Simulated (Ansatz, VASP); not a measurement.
**One calculation of NaF, two programs**

```
CELL_PARAMETERS angstrom
0.00000 2.32330 2.26522
2.32330 0.00000 2.26522
2.32330 2.32330 0.00000
ATOMIC_POSITIONS crystal
Na 0.00000 0.00000 0.00000
F 0.50000 0.50000 0.50000
```

Change from the starting cell: strain +0.000 along x and y, -0.025 along z, atoms carried along.

Alike in both runs: task single point; functional LDA; k mesh 8 × 8 × 8; occupations gaussian, width 0.05 eV; no spin polarisation.

|  | VASP | Ansatz |
| --- | --- | --- |
| version | VASP 6.6.1 | Ansatz 0.2.0 |
| potentials or method | VASP PAW LDA potentials, release 64 (Na_pv, F), cutoff 520 eV | scalar-relativistic, plane waves, PAW |
| valence electrons in the cell | 14 | 16 |

Ansatz gave:

```
gap on the k mesh at the Fermi level (eV)                     : 6.07
least direct gap on the mesh (eV)                             : 6.07
pressure (GPa)                                                : -3.5
traceless stress, the component that is largest in VASP (GPa) : 1.30
```

Q: Estimate VASP's values.

A: gap on the k mesh at the Fermi level (eV): 6.04; least direct gap on the mesh (eV): 6.04; pressure (GPa): -3.6; traceless stress, the component that is largest in VASP (GPa): 1.35.

LDA's correlation is that of Perdew and Zunger in VASP and of Perdew and Wang (1992) in Ansatz. VASP's potentials hold 14 valence electrons a cell and Ansatz's 16, so a difference there can come from the potentials and not from the codes.
